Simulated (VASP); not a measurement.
Set up this calculation in VASP 6.6.1, as the native input.

```
Task                   : single point
Functional             : r2SCAN
Potentials or basis    : VASP PAW PBE potentials, release 64 (Pt)
Cutoff                 : 520 eV
k mesh                 : 11 × 11 × 11
Occupations            : fermi-dirac, width 0.1 eV
Spin                   : no spin polarisation
Dipole correction      : no
Further INCAR settings : ALGO = Normal; EDIFF = 1e-07; NBANDS = 17
```

Pt:

```
CELL_PARAMETERS angstrom
0.00000 2.74283 2.74283
2.74283 0.00000 2.74283
2.74283 2.74283 0.00000
ATOMIC_POSITIONS crystal
Pt 0.12500 0.12500 0.12500
Pt 0.87500 0.87500 0.87500
```

This cell differs from its parent crystal: volume scaled by 0.88.

These files were run (other wordings do the same):

POSCAR

```
Pt
1.0
    0.0000000000      2.7428284152      2.7428284152
    2.7428284152      0.0000000000      2.7428284152
    2.7428284152      2.7428284152      0.0000000000
Pt
2
Direct
    0.1250000000      0.1250000000      0.1250000000
    0.8750000000      0.8750000000      0.8750000000
```

INCAR.step1

```
  PREC = Accurate
  ENCUT = 520
  ISMEAR = -1
  SIGMA = 0.1
  LREAL = F
  LASPH = T
  NELM = 60
  NBANDS = 17
  GGA = PE
  ALGO = Normal
  EDIFF = 1E-4
  LWAVE = T
  LCHARG = F
```

INCAR.step2

```
  PREC = Accurate
  ENCUT = 520
  EDIFF = 1E-7
  ISMEAR = -1
  SIGMA = 0.1
  LREAL = F
  LASPH = T
  NELM = 60
  ALGO = Normal
  ISIF = 2
  LWAVE = F
  LCHARG = F
  METAGGA = R2SCAN
  LMIXTAU = T
  NBANDS = 17
  ISTART = 1
```

KPOINTS

```
Automatic mesh
0
Gamma
  11 11 11
```

Potentials or basis: VASP PAW PBE potentials, release 64 (Pt).

Launch:

```sh
$ cat potpaw_PBE.64/Pt/POTCAR > POTCAR
$ cp INCAR.step1 INCAR
$ mpirun -np 1 vasp_std > vasp.out
$ cp INCAR.step2 INCAR
$ mpirun -np 1 vasp_std > vasp.out
```

Results of the run:

```json
{
  "Pressure": "23.0 GPa",
  "Band gap on the k mesh": "zero (band 10 reaches 7.22 eV, above the bottom of band 11 at 6.45 eV)"
}
```

Caveat: the PAW data sets were made with another functional, which shifts forces and pressure a little; spin-orbit coupling is left out, which moves the levels of the heavy elements.

It took 79 s on 1 thread of Intel(R) Xeon(R) 6975P-C (Granite Rapids), on a shared host, peak memory 0.18 GiB.
